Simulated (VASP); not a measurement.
Set up this calculation in VASP 6.6.1, as the native input.

```
Task                   : electric field gradients
Functional             : PBEsol
Potentials or basis    : VASP PAW PBE potentials, release 64 (Ir)
Cutoff                 : 520 eV
k mesh                 : 18 × 18 × 18
Occupations            : fermi-dirac, width 0.05 eV
Spin                   : no spin polarisation
Dipole correction      : no
Further INCAR settings : ALGO = Normal; EDIFF = 1e-08; NBANDS = 10
```

The structure of Ir lies in POSCAR:

```
Ir
1.0
    0.0000000000      1.9197000000      1.8813060000
    1.9197000000      0.0000000000      1.8813060000
    1.9197000000      1.9197000000      0.0000000000
Ir
1
Direct
    0.0000000000      0.0000000000      0.0000000000
```

This cell differs from its parent crystal: zz strain of -2 %.

The input as run:

INCAR

```
SYSTEM = Ir
  PREC = Accurate
  ENCUT = 520
  EDIFF = 1E-8
  ISMEAR = -1
  SIGMA = 0.05
  LREAL = .False.
  LASPH = .True.
  NELM = 60
  ALGO = Normal
  ISIF = 2
  LWAVE = .False.
  LCHARG = .False.
  GGA = PS
  LEFG = .True.
  NBANDS = 10
```

KPOINTS

```
regular mesh
0
Gamma
  18 18 18
  0 0 0
```

Potentials or basis: VASP PAW PBE potentials, release 64 (Ir).

Launch:

```sh
$ cat potpaw_PBE.64/Ir/POTCAR > POTCAR
$ mpirun -np 1 vasp_std > vasp.out
```

Results of the run:

| Property | Result |
| --- | --- |
| Pressure | 6.5 GPa |

Caveat: the cell differs from its parent crystal (zz strain of -2 %); without QUAD_EFG the Cq values of the log hold for a quadrupole moment of 1 mb, not for the nuclei; the PAW data sets were made with another functional, which shifts forces and pressure a little.

Wall time 35 s on 1 thread of Intel Xeon 6975P-C, with other jobs on the host, peak memory 0.19 GiB.
